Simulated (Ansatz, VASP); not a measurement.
# One calculation of Ge, two programs

INCAR

```
SYSTEM = Ge
  ALGO = Normal
  EDIFF = 1E-6
  ENCUT = 520
  GGA = PS
  ISIF = 2
  ISMEAR = -1
  LASPH = .True.
  LCHARG = .True.
  LELF = .True.
  LREAL = .False.
  LVHAR = .True.
  LWAVE = .False.
  NBANDS = 21
  NELM = 100
  PREC = Accurate
  SIGMA = 0.05
```

KPOINTS

```
k-points
0
Gamma
  8 8 8
  0 0 0
```

The input POSCAR:

```
Ge
1.0
    0.0000000000      2.8289100000      2.7723318000
    2.8289100000      0.0000000000      2.7723318000
    2.8289100000      2.8289100000      0.0000000000
Ge
2
Direct
    0.7500000000      0.7500000000      0.7500000000
    0.5000000000      0.5000000000      0.5000000000
```

input.yaml

```yaml
crystal:
  lattice:
    - [0.0, 2.82891, 2.7723318]
    - [2.82891, 0.0, 2.7723318]
    - [2.82891, 2.82891, 0.0]
  atoms:
    - { symbol: Ge, position: [0.75, 0.75, 0.75] }
    - { symbol: Ge, position: [0.5, 0.5, 0.5] }
kpoints:
  mp_grid: { grid: [8, 8, 8] }
  band_path:
    path:
      - [0.0, 0.0, 0.0]
      - [0.0, 0.5, 0.5]
      - [0.2603082049, 0.5, 0.7603082049]
      - [0.3801541025, 0.3801541025, 0.7603082049]
      - [0.0, 0.0, 0.0]
      - [-0.5, -0.5, 0.0]
      - [-0.3801541025, -0.3801541025, 0.2396917951]
      - [0.0, 0.0, 0.5]
    npoints: 6
scf:
  occupations: { method: fermi_dirac, width: 0.05 }
hamiltonian:
  xc: pbesol
  pseudopotentials: { kind: all_electron, lapw: { basis_error: 0.001 } }
output:
  forces: true
  stress: true
  eigenvalues: true
```

Change from the starting cell: strain_z = -0.02.

Alike in both runs: functional PBEsol; k mesh 8 × 8 × 8; occupations fermi-dirac, width 0.05 eV; no spin polarisation.

|  | VASP | Ansatz |
| --- | --- | --- |
| version | VASP 6.6.1 | Ansatz 0.2.0 |
| potentials or method | VASP PAW PBE potentials, release 64 (Ge_d), cutoff 520 eV | all-electron LAPW, scalar-relativistic |
| task | single point | band structure |

Ansatz gave:

```
gap on the k mesh at the Fermi level (eV)                     : none
pressure (GPa)                                                : 2.1
traceless stress, the component that is largest in VASP (GPa) : 0.92
```

Q: Estimate VASP's values.

A: gap on the k mesh at the Fermi level (eV): none; pressure (GPa): 2.0; traceless stress, the component that is largest in VASP (GPa): 0.93.

VASP's potentials were made for PBE, not for PBEsol. A gap of «none» marks a metal or a gap that the smearing closes. Ansatz ran all-electron here, and VASP with PAW potentials.
